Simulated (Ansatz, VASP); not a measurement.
# One calculation of MnIr, two programs

```
CELL_PARAMETERS angstrom
2.72590 -2.72590 0.00000
2.72590 2.72590 0.00000
2.72590 0.00000 3.64300
ATOMIC_POSITIONS crystal
Mn 0.75000 0.25000 0.50000
Mn 0.25000 0.75000 0.50000
Ir 0.00000 0.00000 0.00000
Ir 0.50000 0.50000 0.00000
```

Alike in both runs: task single point; functional PBEsol; k mesh 10 × 10 × 10; occupations fermi-dirac, width 0.03 eV; collinear spin.

|  | VASP | Ansatz |
| --- | --- | --- |
| version | VASP 6.6.1 | Ansatz 0.2.0 |
| potentials or method | VASP PAW PBE potentials, release 64 (Mn_pv, Ir), cutoff 520 eV | all-electron LAPW, scalar-relativistic |

|  | VASP | Ansatz | Ansatz less VASP |
| --- | --- | --- | --- |
| pressure (GPa) | -14.3 | -14.9 | -0.61 |
| traceless stress, the component that is largest in VASP (GPa) | -0.04 | 0.17 | +0.216 |
| net moment per atom (μB) | 0.00 | 0.00 | 0.000 |
| size of the moment on the site where the two differ most (μB) | 2.44 | 2.44 | -0.004 |

VASP's potentials were made for PBE, not for PBEsol. Site moments also hang on the region over which each program counts them. Ansatz ran all-electron here, and VASP with PAW potentials.

Neither program's run includes spin-orbit coupling.
